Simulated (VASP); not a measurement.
A run of VASP 6.6.1 is set up as follows.

The input INCAR:

```
PREC     = Accurate       # precision mode
ENCUT    = 520            # plane-wave cutoff, eV
EDIFF    = 1E-6           # SCF threshold, eV
ISMEAR   = -1             # smearing method
SIGMA    = 0.05           # smearing width, eV
LREAL    = False          # projectors in reciprocal space
LASPH    = True           # aspherical terms in the spheres
NELM     = 100            # most SCF steps
ALGO     = Normal         # electronic algorithm
ISIF     = 2              # what is computed and relaxed
LWAVE    = False          # write WAVECAR
LCHARG   = False          # write CHGCAR
NBANDS   = 9              # bands
```

File KPOINTS:

```
Automatic mesh
0
Gamma
  6 6 6
```

POSCAR

```
Se
1.0
    0.0000000000      2.8338000000      2.8338000000
    2.8338000000      0.0000000000      2.8338000000
    2.8338000000      2.8338000000      0.0000000000
Se
1
Direct
    0.2500000000      0.2500000000      0.2500000000
```

Potentials or basis: VASP PAW LDA potentials, release 64 (Se).

The run is started by

```sh
$ cat potpaw_LDA.64/Se/POTCAR > POTCAR
$ mpirun -np 1 vasp_std > vasp.out
```

Task: What does it give for the band gap on the k mesh?

Result: Zero (band 3 reaches -0.93 eV, above the bottom of band 4 at -2.05 eV).

Task: What does it give for the pressure?

Result: -8.7 GPa.
